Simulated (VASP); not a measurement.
Write the native input for VASP 6.6.1 that does the following.

```
Task                   : single point
Functional             : PBEsol
Potentials or basis    : VASP PAW PBE potentials, release 64 (Be)
Cutoff                 : 520 eV
k mesh                 : 6 × 6 × 4
Occupations            : gaussian, width 0.1 eV
Spin                   : no spin polarisation
Dipole correction      : no
Further INCAR settings : ALGO = Normal; EDIFF = 1e-07; NBANDS = 12
```

The structure of Be lies in POSCAR:

```
Be
1.0
    2.5336568174     -2.6847601120      0.0000000000
    2.5336568174      2.6847601120      0.0000000000
    0.0000000000      0.0000000000      5.1281777884
Be
4
Direct
    0.1617894600      0.8382105400      0.1965141100
    0.8382105400      0.1617894600      0.8034858900
    0.3382105400      0.6617894600      0.6965141100
    0.6617894600      0.3382105400      0.3034858900
```

This cell differs from its parent crystal: Ca replaced by Be, lengths x 0.727, strained.

The input as run:

INCAR

```
SYSTEM = Be
ALGO = Normal
EDIFF = 1E-7
ENCUT = 520
GGA = PS
ISIF = 2
ISMEAR = 0
LASPH = .True.
LCHARG = .False.
LREAL = .False.
LWAVE = .False.
NBANDS = 12
NELM = 100
PREC = Accurate
SIGMA = 0.1
```

KPOINTS

```
k-points
0
Gamma
  6 6 4
  0 0 0
```

Potentials or basis: VASP PAW PBE potentials, release 64 (Be).

Launch:

```bash
$ cat potpaw_PBE.64/Be/POTCAR > POTCAR
$ mpirun -np 1 vasp_std > vasp.out
```

It gave:

The pressure is -19.4 GPa and the largest force is 0.404 eV/Å. The band gap on the k mesh is zero (band 4 reaches 3.13 eV, above the bottom of band 5 at 0.57 eV).

Caveat: the cell differs from its parent crystal (Ca replaced by Be, lengths x 0.727, strained); the PAW data sets were made with another functional, which shifts forces and pressure a little.

Run time: 12 s on 1 thread of Intel(R) Xeon(R) 6975P-C (Granite Rapids), with other jobs on the host, peak memory 0.17 GiB.
